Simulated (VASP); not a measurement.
# TiO2 (P4_2/mnm) in VASP: settings compared

TiO2 is run at these levels: LDA, PBEsol+D3(BJ), BLYP; tasks: single point.

Program: VASP 6.6.1. These are calculated values, not measurements. Logs are shortened: lines on timing, memory, paths and dates and some standing lists are left out, and cuts for length are marked.

### 1 The cell of the first run

Symmetry: P4_2/mnm, No. 136, tetragonal system. The conventional cell has a = 4.538 Å, b = 4.538 Å, c = 2.919 Å, α = 90.00°, β = 90.00°, γ = 90.00°. Within 2.6 Å of Ti (site symmetry mmm) lie 6 O at 1.93 to 1.95 Å. Within 2.6 Å of O (site symmetry m2m) lie 3 Ti at 1.93 to 1.95 Å and 1 O at 2.51 Å.

### 2 Single point, LDA

INCAR

```
PREC = Accurate
ENCUT = 520
EDIFF = 1E-6
ISMEAR = -1
SIGMA = 0.05
LREAL = False
LASPH = True
NELM = 80
ALGO = Normal
ISIF = 2
LWAVE = False
LCHARG = True
GGA = CA
LELF = True
LVHAR = True
NBANDS = 33
```

KPOINTS

```
Automatic mesh
0
Gamma
  6 6 9
```

POSCAR

```
TiO2
1.0
    4.5376697393      0.0000000000      0.0000000000
    0.0000000000      4.5376697393      0.0000000000
    0.0000000000      0.0000000000      2.9192192849
Ti O
2 4
Direct
    0.0000000000      0.0000000000      0.5000000000
    0.5000000000      0.5000000000      0.0000000000
    0.3043213200      0.3043213200      0.5000000000
    0.1956786800      0.8043213200      0.0000000000
    0.8043213200      0.1956786800      0.0000000000
    0.6956786800      0.6956786800      0.5000000000
```

Potentials or basis: VASP PAW LDA potentials, release 64 (Ti_sv, O).

Launch:

```console
$ cat potpaw_LDA.64/Ti_sv/POTCAR potpaw_LDA.64/O/POTCAR > POTCAR
$ mpirun -np 1 vasp_std > vasp.out
```

OUTCAR:

```text
PREC = Accurate
   ENCUT = 520
   EDIFF = 1E-6
   ISMEAR = -1
   LREAL = False
   LASPH = True
   NELM = 80
   ISIF = 2
   GGA = CA

 ion  position               nearest neighbor table
   1  0.000  0.000  0.500-   4 1.93   5 1.93   4 1.93   5 1.93   3 1.95   6 1.95
   2  0.500  0.500  0.000-   3 1.93   6 1.93   3 1.93   6 1.93   5 1.95   4 1.95
   3  0.304  0.304  0.500-   2 1.93   2 1.93   1 1.95
   4  0.196  0.804  0.000-   1 1.93   1 1.93   2 1.95
   5  0.804  0.196  0.000-   1 1.93   1 1.93   2 1.95
   6  0.696  0.696  0.500-   2 1.93   2 1.93   1 1.95

  LATTYP: Found a simple tetragonal cell.
 ALAT       =     4.5376697393
 C/A-ratio  =     0.6433300466

  Lattice vectors:

 A1 = (   4.5376697393,   0.0000000000,   0.0000000000)
 A2 = (   0.0000000000,   4.5376697393,   0.0000000000)
 A3 = (   0.0000000000,   0.0000000000,   2.9192192849)

Analysis of symmetry for initial positions (statically):
=====================================================================
 Subroutine PRICEL returns:
 Original cell was already a primitive cell.

 Routine SETGRP: Setting up the symmetry group for a
 simple tetragonal supercell.

 Subroutine GETGRP returns: Found 16 space group operations
 (whereof  8 operations were pure point group operations)
 out of a pool of 16 trial point group operations.

The static configuration has the point symmetry D_2h.
 The point group associated with its full space group is D_4h.

Analysis of symmetry for dynamics (positions and initial velocities):
=====================================================================
 Subroutine PRICEL returns:
 Original cell was already a primitive cell.

 Routine SETGRP: Setting up the symmetry group for a
 simple tetragonal supercell.

 Subroutine GETGRP returns: Found 16 space group operations
 (whereof  8 operations were pure point group operations)
 out of a pool of 16 trial point group operations.

The dynamic configuration has the point symmetry D_2h.
 The point group associated with its full space group is D_4h.

 Subroutine INISYM returns: Found 16 space group operations
 (whereof  8 operations are pure point group operations),
 and found     1 'primitive' translations

----------------------------------------------------------------------------------------

                                     Primitive cell

  volume of cell :      60.1080

  direct lattice vectors                    reciprocal lattice vectors
     4.537669739  0.000000000  0.000000000     0.220377431  0.000000000  0.000000000
     0.000000000  4.537669739  0.000000000     0.000000000  0.220377431  0.000000000
     0.000000000  0.000000000  2.919219285     0.000000000  0.000000000  0.342557342

  length of vectors
     4.537669739  4.537669739  2.919219285     0.220377431  0.220377431  0.342557342

  position of ions in fractional coordinates (direct lattice)
     0.000000000  0.000000000  0.500000000
     0.500000000  0.500000000  0.000000000
     0.304321320  0.304321320  0.500000000
     0.195678680  0.804321320  0.000000000
     0.804321320  0.195678680  0.000000000
     0.695678680  0.695678680  0.500000000

  ion indices of the primitive-cell ions
   primitive index   ion index
                 1           1
                 2           2
                 3           3
                 4           4
                 5           5
                 6           6

----------------------------------------------------------------------------------------

 KPOINTS: Automatic mesh

Automatic generation of k-mesh.
 Grid dimensions read from file:
 generate k-points for:    6    6    9

 Generating k-lattice:

  Cartesian coordinates                     Fractional coordinates (reciprocal lattice)
     0.036729572  0.000000000  0.000000000     0.166666667  0.000000000  0.000000000
     0.000000000  0.036729572  0.000000000     0.000000000  0.166666667  0.000000000
     0.000000000  0.000000000  0.038061927     0.000000000  0.000000000  0.111111111

  Length of vectors
     0.036729572  0.036729572  0.038061927

  Shift w.r.t. Gamma in fractional coordinates (k-lattice)
     0.000000000  0.000000000  0.000000000

 Subroutine IBZKPT returns following result:
 ===========================================

 Found     50 irreducible k-points:

 Following reciprocal coordinates:
            Coordinates               Weight
  0.000000  0.000000  0.000000      1.000000
  0.166667  0.000000  0.000000      4.000000
  0.333333  0.000000  0.000000      4.000000
  0.500000  0.000000  0.000000      2.000000
  0.166667  0.166667  0.000000      4.000000
  0.333333  0.166667  0.000000      8.000000
[... 16 lines left out ...]
  0.333333  0.000000  0.222222      8.000000
  0.500000  0.000000  0.222222      4.000000
 [... further k-points ...]
   k-points           NKPTS =     50   k-points in BZ     NKDIM =     50   number of bands    NBANDS=     33
   number of dos      NEDOS =    301   number of ions     NIONS =      6
   total plane-waves  NPLWV =  31104
   dimension x,y,z NGX =    36 NGY =   36 NGZ =   24
   dimension x,y,z NGXF=    72 NGYF=   72 NGZF=   48
   ions per type =               2   4
   NGX,Y,Z   is equivalent  to a cutoff of  13.19, 13.19, 13.67 a.u.
   NGXF,Y,Z  is equivalent  to a cutoff of  26.38, 26.38, 27.34 a.u.
 SYSTEM =  unknown system
   PREC   = accura    normal or accurate (medium, high low for compatibility)
   ISTART =      0    job   : 0-new  1-cont  2-samecut
   ICHARG =      2    charge: 1-file 2-atom 10-const
   ISPIN  =      1    spin polarized calculation?
   LNONCOLLINEAR =      F non collinear calculations
   LSORBIT =      F    spin-orbit coupling
   LASPH  =      T    aspherical Exc in radial PAW
   ENCUT  =  520.0 eV  38.22 Ry    6.18 a.u.   8.44  8.44  5.43*2*pi/ulx,y,z
   NELM   =     80;   NELMIN=  2; NELMDL= -5     # of ELM steps
   EDIFF  = 0.1E-05   stopping-criterion for ELM
   LREAL  =      F    real-space projection
   EDIFFG = 0.1E-04   stopping-criterion for IOM
   NSW    =      0    number of steps for IOM
   IBRION =     -1    ionic relax: 0-MD 1-quasi-New 2-CG
   NFREE  =      0    steps in history (QN), initial steepest desc. (CG)
   ISIF   =      2    stress and relaxation
   ISYM   =      2    0-nonsym 1-usesym 2-fastsym
   POTIM  = 0.5000    time-step for ionic-motion
   TEBEG  =    0.0;   TEEND  =   0.0 temperature during run
   PSTRESS=    0.0 pullay stress
   NELECT =      48.0000    total number of electrons
   NUPDOWN=      -1.0000    fix difference up-down
   EMIN   =  10.00;   EMAX   =-10.00  energy-range for DOS
   EFERMI =   0.00;   METHOD = LEGACY
   ISMEAR =    -1;   SIGMA  =   0.05  broadening in eV -4-tet -1-fermi 0-gaus
   EFERMI_NEDOS =   21; number of points for ismear=-14 and -15
   IALGO  =     38    algorithm
   IMIX   =      4    mixing-type and parameters
     AMIX     =   0.40;   BMIX     =  1.00
     AMIX_MAG =   1.60;   BMIX_MAG =  1.00
  volume/ion in A,a.u.               =      10.02        67.60
  Fermi-wavevector in a.u.,A,eV,Ry     =   1.518837  2.870185 31.386803  2.306865
  Thomas-Fermi vector in A             =   2.627904
   LORBIT       =      0    0 simple, 1 ext, 2 COOP (PROOUT), +10 PAW based schemes
   GGA     = CA    functional components
   LHFCALC =     F    Hartree Fock is set to
   AEXX    =    0.0000 exact exchange contribution
   IVDW    =     0    specifies the selected vdW correction
   LEPSILON=     F    determine dielectric tensor
   LRPA    =     F    only Hartree local field effects (RPA)
 non-spin polarized calculation
  energy-cutoff  :      520.00
  volume of cell :       60.11
 maximum number of plane-waves:      1640
 NGX is ok and might be reduce to    36
   NGX = 17   NGY = 17   NGZ = 11

 number of electron      48.0000003 magnetization

 Free energy of the ion-electron system (eV)
  ---------------------------------------------------
  ext. energy  EPLUGINS =         0.00000000
  ---------------------------------------------------
  free energy    TOTEN  =       -58.77386649 eV

  energy without entropy =      -58.77386649  energy(sigma->0) =      -58.77386649

 E-fermi :   5.8554     XC(G=0): -12.1933

 val. band max:        4.9644961992   @ k =   0.0000   0.0000   0.0000
 cond. band min:       6.8125264477   @ k =   0.0000   0.0000   0.0000
 fundamental gap:      1.8480302485
 Fermi energy:         5.8554204592

 k-point     1 :       0.0000    0.0000    0.0000
  band No.  band energies     occupation
      1     -51.1013      2.00000
      2     -51.0785      2.00000
      3     -27.8524      2.00000
      4     -27.8524      2.00000
      5     -27.6525      2.00000
      6     -27.6525      2.00000
[... 25 lines left out ...]
     32      11.9109      0.00000
     33      11.9477      0.00000

 k-point     2 :       0.1667    0.0000    0.0000
  band No.  band energies     occupation
      1     -51.0998      2.00000
      2     -51.0800      2.00000
      3     -27.8414      2.00000
      4     -27.8402      2.00000
      5     -27.6662      2.00000
      6     -27.6650      2.00000
[... 25 lines left out ...]
     32      11.8073      0.00000
     33      11.8293      0.00000

 k-point     3 :       0.3333    0.0000    0.0000
  band No.  band energies     occupation
      1     -51.0956      2.00000
      2     -51.0842      2.00000
      3     -27.8115      2.00000
      4     -27.8082      2.00000
      5     -27.7012      2.00000
      6     -27.6979      2.00000
[... 25 lines left out ...]
     32      11.5998      0.00000
     33      11.6423      0.00000

 k-point     4 :       0.5000    0.0000    0.0000
  band No.  band energies     occupation
      1     -51.0898      2.00000
      2     -51.0898      2.00000
      3     -27.7825      2.00000
      4     -27.7825      2.00000
      5     -27.7284      2.00000
      6     -27.7284      2.00000
[... 25 lines left out ...]
     32      11.4111      0.00000
     33      11.5148      0.00000

 k-point     5 :       0.1667    0.1667    0.0000
  band No.  band energies     occupation
      1     -51.0984      2.00000
      2     -51.0813      2.00000
      3     -27.8566      2.00000
      4     -27.8064      2.00000
      5     -27.7022      2.00000
      6     -27.6499      2.00000
[... 604 lines left out ...]
 k-point    22 :       0.1667    0.0000    0.2222
  band No.  band energies     occupation
      1     -51.0762      2.00000
      2     -51.0610      2.00000
      3     -27.8437      2.00000
      4     -27.8150      2.00000
      5     -27.7798      2.00000
      6     -27.7741      2.00000
[... 25 lines left out ...]
     32      11.1083      0.00000
     33      11.3607      0.00000

 k-point    23 :       0.3333    0.0000    0.2222
  band No.  band energies     occupation
      1     -51.0730      2.00000
      2     -51.0642      2.00000
      3     -27.8495      2.00000
      4     -27.8301      2.00000
      5     -27.7537      2.00000
      6     -27.7418      2.00000
[... 25 lines left out ...]
     32      10.6825      0.00000
     33      11.4250      0.00000

 k-point    24 :       0.5000    0.0000    0.2222
  band No.  band energies     occupation
      1     -51.0686      2.00000
      2     -51.0686      2.00000
      3     -27.8438      2.00000
      4     -27.8438      2.00000
      5     -27.7268      2.00000
      6     -27.7268      2.00000
[... 25 lines left out ...]
     32      10.5134      0.00000
     33      11.8603      0.00000

 [... further k-points ...]
[... 5 lines left out ...]
  --------------------------------------------------------------------------------------
  -------------------------------------------------------------------------------------
  Total        0.8697789      0.8697789      0.8438246      0.0000000      0.0000000      0.0000000
  in kB       23.1839260     23.1839260     22.4921150      0.0000000      0.0000000      0.0000000
  external PRESSURE =      22.9533223 kB  Pullay stress =       0.0000000 kB

 VOLUME and BASIS-vectors are now :
 -----------------------------------------------------------------------------
  energy-cutoff  :      520.00
  volume of cell :       60.11
      direct lattice vectors                 reciprocal lattice vectors
     4.537669739  0.000000000  0.000000000     0.220377431  0.000000000  0.000000000
     0.000000000  4.537669739  0.000000000     0.000000000  0.220377431  0.000000000
     0.000000000  0.000000000  2.919219285     0.000000000  0.000000000  0.342557342

 POSITION                                       TOTAL-FORCE (eV/Angst)
 -----------------------------------------------------------------------------------
      0.00000      0.00000      1.45961         0.000000      0.000000     -0.000000
      2.26883      2.26883      0.00000         0.000000      0.000000     -0.000000
      1.38091      1.38091      1.45961        -0.073323     -0.073323      0.000000
      0.88793      3.64974      0.00000         0.073323     -0.073323     -0.000000
      3.64974      0.88793      0.00000        -0.073323      0.073323     -0.000000
      3.15676      3.15676      1.45961         0.073323      0.073323     -0.000000
 -----------------------------------------------------------------------------------
    total drift:                                0.000000      0.000000      0.000000

  FREE ENERGIE OF THE ION-ELECTRON SYSTEM (eV)
  ---------------------------------------------------
  free  energy   TOTEN  =       -58.7738664910 eV

  energy  without entropy=      -58.7738664905  energy(sigma->0) =      -58.77386649
```

Wall time 2.5 min (1 thread of Intel Xeon 8259CL, shared host); peak memory 0.21 GiB.

Results:

```yaml
Free_energy: -58.7739 eV
Pressure: 2.3 GPa
Largest_force: 0.104 eV/Å
Band_gap_on_the_k_mesh: 1.85 eV
```

Forces on the atoms (eV/Å):
```
Ti   0.000  0.000  0.000
Ti   0.000  0.000  0.000
O   -0.073 -0.073  0.000
O    0.073 -0.073  0.000
O   -0.073  0.073  0.000
O    0.073  0.073  0.000
```

Levels at points of the mesh, in eV from the valence-band top:
| k point | band 21 | band 22 | band 23 | band 24 | band 25 | band 26 | band 27 | band 28 |
| --- | --- | --- | --- | --- | --- | --- | --- | --- |
| (0.00, 0.00, 0.00) | -0.70 | -0.47 | -0.47 | 0.00 | 1.85 | 2.15 | 2.43 | 2.54 |
| (0.50, 0.00, 0.00) | -1.70 | -1.70 | -0.79 | -0.79 | 2.57 | 2.57 | 3.12 | 3.12 |
| (0.50, 0.50, 0.00) | -1.33 | -1.33 | -1.09 | -1.09 | 1.90 | 1.90 | 2.56 | 2.56 |

A k mesh can miss the band edges.

### 3 Single point, PBEsol+D3(BJ)

This run uses another cell than the first one, of 10.17 Å³/atom.

INCAR

```
SYSTEM = TiO2
PREC = Accurate ; ENCUT = 520
EDIFF = 1E-7 ; ISMEAR = -1
SIGMA = 0.05 ; LREAL = .False.
LASPH = .True. ; NELM = 80
ALGO = Normal ; ISIF = 2
LWAVE = .False. ; LCHARG = .False.
GGA = PS ; IVDW = 12
NBANDS = 33
```

KPOINTS

```
regular mesh
0
Gamma
  6 6 9
  0 0 0
```

POSCAR

```
TiO2
1.0
    4.5642694753      0.0000000000      0.0000000000
    0.0000000000      4.5642694753      0.0000000000
    0.0000000000      0.0000000000      2.9302399225
Ti O
2 4
Direct
    0.0000000000      0.0000000000      0.5000000000
    0.5000000000      0.5000000000      0.0000000000
    0.3039358106      0.3039358106      0.5000000000
    0.1960641894      0.8039358106      0.0000000000
    0.8039358106      0.1960641894      0.0000000000
    0.6960641894      0.6960641894      0.5000000000
```

Potentials or basis: VASP PAW PBE potentials, release 64 (Ti_sv, O).

Launch:

```console
$ cat potpaw_PBE.64/Ti_sv/POTCAR potpaw_PBE.64/O/POTCAR > POTCAR
$ mpirun -np 1 vasp_std > vasp.out
```

Run time: 2.6 min. Hardware: 1 thread of Intel Xeon 8259CL, shared host; peak memory 0.23 GiB.

Results (log left out):

```
Free energy                : -57.3897 eV
Pressure                   : 0.7 GPa
Largest force              : 0.024 eV/Å
Band gap on the k mesh     : 1.85 eV
Dispersion energy per atom : -0.218 eV
```

Forces in eV/Å, atoms in the order of the input:
```
Ti   0.000  0.000  0.000
Ti   0.000  0.000  0.000
O   -0.017 -0.017  0.000
O    0.017 -0.017  0.000
O   -0.017  0.017  0.000
O    0.017  0.017  0.000
```

Stress tensor (GPa, compression positive):
```
0.59 0.00 0.00
0.00 0.59 0.00
0.00 0.00 0.87
```

Levels at points of the mesh, in eV from the valence-band top:
| k point | band 21 | band 22 | band 23 | band 24 | band 25 | band 26 | band 27 | band 28 |
| --- | --- | --- | --- | --- | --- | --- | --- | --- |
| (0.00, 0.00, 0.00) | -0.70 | -0.47 | -0.47 | 0.00 | 1.85 | 2.13 | 2.43 | 2.54 |
| (0.50, 0.00, 0.00) | -1.68 | -1.68 | -0.78 | -0.78 | 2.55 | 2.55 | 3.10 | 3.10 |
| (0.50, 0.50, 0.00) | -1.32 | -1.32 | -1.11 | -1.11 | 1.89 | 1.89 | 2.56 | 2.56 |

Caveat: the PAW data sets were made with another functional, which shifts forces and pressure a little.

### 4 Single point, BLYP

This run uses another cell than the first one, of 10.23 Å³/atom.

INCAR

```
PREC = Accurate
ENCUT = 520
EDIFF = 1E-6
ISMEAR = -1
SIGMA = 0.05
LREAL = False
LASPH = True
NELM = 100
ALGO = Normal
ISIF = 2
LWAVE = False
LCHARG = False
GGA = B5
ALDAX = 1.0
AGGAX = 1.0
AGGAC = 1.0
ALDAC = 0.0
NBANDS = 33
```

KPOINTS

```
Automatic mesh
0
Gamma
  6 6 9
```

POSCAR

```
TiO2
1.0
    4.5689650023      0.0000000000      0.0000000000
    0.0000000000      4.5689650023      0.0000000000
    0.0000000000      0.0000000000      2.9393524679
Ti O
2 4
Direct
    0.0000000000      0.0000000000      0.5000000000
    0.5000000000      0.5000000000      0.0000000000
    0.3043213200      0.3043213200      0.5000000000
    0.1956786800      0.8043213200      0.0000000000
    0.8043213200      0.1956786800      0.0000000000
    0.6956786800      0.6956786800      0.5000000000
```

Launch:

```console
$ cat potpaw_PBE.64/Ti_sv/POTCAR potpaw_PBE.64/O/POTCAR > POTCAR
$ mpirun -np 1 vasp_std > vasp.out
```

Wall time 3 min (1 thread of Intel Xeon 8259CL, shared host); peak memory 0.22 GiB.

It converged, with:

```yaml
Free_energy: -51.3254 eV
Pressure: 16.5 GPa
Largest_force: 0.202 eV/Å
Band_gap_on_the_k_mesh: 1.88 eV
```

Forces on the atoms (eV/Å):
```
Ti   0.000  0.000  0.000
Ti   0.000  0.000  0.000
O   -0.143 -0.143  0.000
O    0.143 -0.143  0.000
O   -0.143  0.143  0.000
O    0.143  0.143  0.000
```

Stress tensor (GPa, compression positive):
```
15.78  0.00  0.00
 0.00 15.78  0.00
 0.00  0.00 17.82
```

Levels at points of the mesh, in eV from the valence-band top:
```tsv
k point	band 20	band 21	band 22	band 23	band 24	band 25	band 26	band 27	band 28	band 29
(0.00, 0.00, 0.00)	-1.98	-0.70	-0.46	-0.46	0.00	1.88	2.20	2.41	2.52	2.52
(0.50, 0.00, 0.00)	-3.06	-1.65	-1.65	-0.74	-0.74	2.57	2.57	3.06	3.06	3.60
(0.50, 0.50, 0.00)	-2.22	-1.30	-1.30	-1.07	-1.07	1.93	1.93	2.54	2.54	3.87
```

Caveat: the cell stands under pressure; the PAW data sets were made with another functional, which shifts forces and pressure a little. A k mesh can miss the band edges.

(Continued in part 2 of 2.)
